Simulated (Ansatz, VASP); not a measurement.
Rh in VASP and in Ansatz

INCAR

```
  PREC = Accurate
  ENCUT = 520
  EDIFF = 1E-7
  ISMEAR = -1
  SIGMA = 0.1
  LREAL = False
  LASPH = True
  NELM = 80
  ALGO = Normal
  ISIF = 2
  LWAVE = False
  LCHARG = False
  GGA = RP
  NBANDS = 22
```

File KPOINTS:

```
Automatic mesh
0
Gamma
  11 11 11
```

POSCAR

```
Rh
1.0
    0.0000000000      2.7813268490      2.7813268490
    2.7813268490      0.0000000000      2.7813268490
    2.7813268490      2.7813268490      0.0000000000
Rh
2
Direct
    0.1250000000      0.1250000000      0.1250000000
    0.8750000000      0.8750000000      0.8750000000
```

Input for Ansatz:

```yaml
crystal:
  lattice:
    - [0.0, 2.781326849, 2.781326849]
    - [2.781326849, 0.0, 2.781326849]
    - [2.781326849, 2.781326849, 0.0]
  atoms:
    - { symbol: Rh, position: [0.125, 0.125, 0.125] }
    - { symbol: Rh, position: [0.875, 0.875, 0.875] }
hamiltonian:
  xc: rpbe
  pseudopotentials:
    kind: paw
    azcp:
      Rh: "pseudopotentials/Rh.paw.azcp"
basis:
  ecutwfc: 420
  fft_grid_basis: typed
kpoints:
  mp_grid: { grid: [11, 11, 11], shift: [0, 0, 0] }
magnetization:
  spin_polarized: false
scf:
  occupations: { method: fermi_dirac, width: 0.1 }
  lower_state_search: "off"
output:
  stress: true
```

Alike in both runs: task single point; functional RPBE; k mesh 11 × 11 × 11; occupations fermi-dirac, width 0.1 eV; no spin polarisation.

|  | VASP | Ansatz |
| --- | --- | --- |
| version | VASP 6.6.1 | Ansatz 0.2.0 |
| potentials or method | VASP PAW PBE potentials, release 64 (Rh_pv), cutoff 520 eV | plane waves (420 eV) with PAW, scalar-relativistic |
| valence electrons in the cell | 30 | 34 |

```tsv
	VASP	Ansatz	Ansatz less VASP
pressure (GPa)	0.0	-0.1	-0.14
```

VASP's potentials were made for PBE, not for RPBE. VASP's potentials hold 30 valence electrons a cell and Ansatz's 34, so a difference there can come from the potentials and not from the codes.
